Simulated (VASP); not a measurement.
A run of VASP 6.6.1:

Contents of INCAR:

```
SYSTEM = Rh
PREC = Accurate
ENCUT = 520
EDIFF = 1E-6
ISMEAR = -1
SIGMA = 0.06122561905347299
LREAL = .False.
LASPH = .True.
NELM = 100
ALGO = Normal
ISIF = 2
LWAVE = .False.
LCHARG = .True.
GGA = PE
LELF = .True.
LVHAR = .True.
NBANDS = 14
```

File KPOINTS:

```
regular mesh
0
Gamma
  25 25 25
  0 0 0
```

POSCAR

```
Rh
1.0
    0.0000000000      1.9406521474      1.9406521474
    1.9406521474      0.0000000000      1.9406521474
    1.9406521474      1.9406521474      0.0000000000
Rh
1
Direct
    0.0000000000      0.0000000000      0.0000000000
```

Potentials or basis: VASP PAW PBE potentials, release 64 (Rh_pv).

Launch:

```sh
$ cat potpaw_PBE.64/Rh_pv/POTCAR > POTCAR
$ mpirun -np 1 vasp_std > vasp.out
```

Hardware: 1 thread of Intel(R) Xeon(R) Platinum 8559C (Emerald Rapids) (shared host).

Task: How long does it take, and how much memory?

Result: It took 36 s on 1 thread of Intel(R) Xeon(R) Platinum 8559C (Emerald Rapids), on a shared host, peak memory 0.19 GiB. Counts: scf iterations 11, k points 455.
